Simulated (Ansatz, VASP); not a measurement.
# Ru: VASP beside Ansatz

INCAR

```
SYSTEM = Ru
PREC = Accurate
ENCUT = 520
EDIFF = 1E-6
ISMEAR = -1
SIGMA = 0.05
LREAL = .False.
LASPH = .True.
NELM = 150
ALGO = Normal
ISIF = 2
LWAVE = .False.
LCHARG = .False.
MAGMOM = 0 0 0 0 0 0
LORBIT = 11
LSORBIT = .True.
GGA_COMPAT = .False.
LORBMOM = .True.
LMAXMIX = 4
GGA = PS
NBANDS = 40
```

Contents of KPOINTS:

```
regular mesh
0
Gamma
  11 11 6
  0 0 0
```

The input POSCAR:

```
Ru
1.0
    2.7058000000      0.0000000000      0.0000000000
   -1.3529000000      2.3432915376      0.0000000000
    0.0000000000      0.0000000000      4.2819000000
Ru
2
Direct
    0.6666666667      0.3333333333      0.7500000000
    0.3333333333      0.6666666667      0.2500000000
```

File input.yaml:

```yaml
crystal:
  lattice:
    - [2.7058, 0.0, 0.0]
    - [-1.3529, 2.3432915376, 0.0]
    - [0.0, 0.0, 4.2819]
  atoms:
    - { symbol: Ru, position: [0.6666666667, 0.3333333333, 0.75] }
    - { symbol: Ru, position: [0.3333333333, 0.6666666667, 0.25] }
hamiltonian:
  xc: pbesol
  pseudopotentials: { kind: paw_fr }
magnetization:
  noncollinear: true
  spin_orbit: true
kpoints:
  mp_grid: { grid: [11, 11, 6] }
  band_path:
    path:
      - [[0.0, 0.0, 0.0], [0.5, 0.0, 0.0], [0.3333333333, 0.3333333333, 0.0], [0.0, 0.0, 0.0], [0.0, 0.0, 0.5], [0.5, 0.0, 0.5], [0.3333333333, 0.3333333333, 0.5], [0.0, 0.0, 0.5]]
      - [[0.5, 0.0, 0.5], [0.5, 0.0, 0.0]]
      - [[0.3333333333, 0.3333333333, 0.0], [0.3333333333, 0.3333333333, 0.5]]
    npoints: 14
scf:
  occupations: { method: fermi_dirac, width: 0.05 }
  n_extra_bands: 6
output:
  forces: true
  stress: true
  eigenvalues: true
  fatbands: false
```

Alike in both runs: functional PBEsol; k mesh 11 × 11 × 6; occupations fermi-dirac, width 0.05 eV; non-collinear spin, spin-orbit coupling.

```csv
,VASP,Ansatz
version,VASP 6.6.1,Ansatz 0.2.0
potentials or method,"VASP PAW PBE potentials, release 64 (Ru_pv)",Ansatz PAW
plane-wave cutoff (eV),520,420
valence electrons in the cell,28,32
task,single point,band structure
```

|  | VASP | Ansatz | Ansatz less VASP |
| --- | --- | --- | --- |
| pressure (GPa) | -6.1 | -6.1 | 0.00 |
| traceless stress, the component that is largest in VASP (GPa) | -0.33 | -0.35 | -0.022 |
| net moment per atom (μB) | 0.00 | 0.00 | 0.000 |

VASP's potentials were made for PBE, not for PBEsol. VASP's potentials hold 28 valence electrons a cell and Ansatz's 32, so a difference there can come from the potentials and not from the codes.
